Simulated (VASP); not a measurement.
Runs of VASP 6.6.1 on PdPt2. The structure is that of space group Fd-3m (No. 227), or close to it. The cells are those of the table. 

| task | cell | k mesh | cutoff (eV) | gap on the mesh (eV) | pressure (GPa) | relaxed volume (Å³/atom) |
| --- | --- | --- | --- | --- | --- | --- |
| relaxation of cell and atoms | relaxed from a = 5.106 Å, angles 60.0°, 6 atoms | 4 × 4 × 4 | 600 | none | -0.1 | 16.83 |
| single point | a = 5.224 Å, angles 60.0°, 6 atoms | 10 × 10 × 10 | 520 | none | -0.4 | - |
| single point | a = 5.227 Å, angles 60.0°, 6 atoms | 4 × 4 × 4 | 520 | none | -0.1 | - |
| relaxation of cell and atoms | relaxed from a = 5.227 Å, angles 60.0°, 6 atoms | 10 × 10 × 10 | 600 | none | 0.0 | (a) |
| single point | a = 5.106 Å, angles 60.0°, 6 atoms | 4 × 4 × 4 | 520 | none | 16.0 | - |

Alike in all rows: level PBE; potentials or basis VASP PAW PBE potentials, release 64 (Pd, Pt); no spin polarisation; smearing gaussian 0.1 eV.

Task: Fill in the values left out.

Result: (a) 16.77.

Caveats: some runs use coarse meshes; spin-orbit coupling is left out, which moves the levels of the heavy elements.

A k mesh can miss the band edges, and the runs leave out spin-orbit coupling on Pd, Pt.

A gap of «none» marks levels without a gap at the run's occupations.
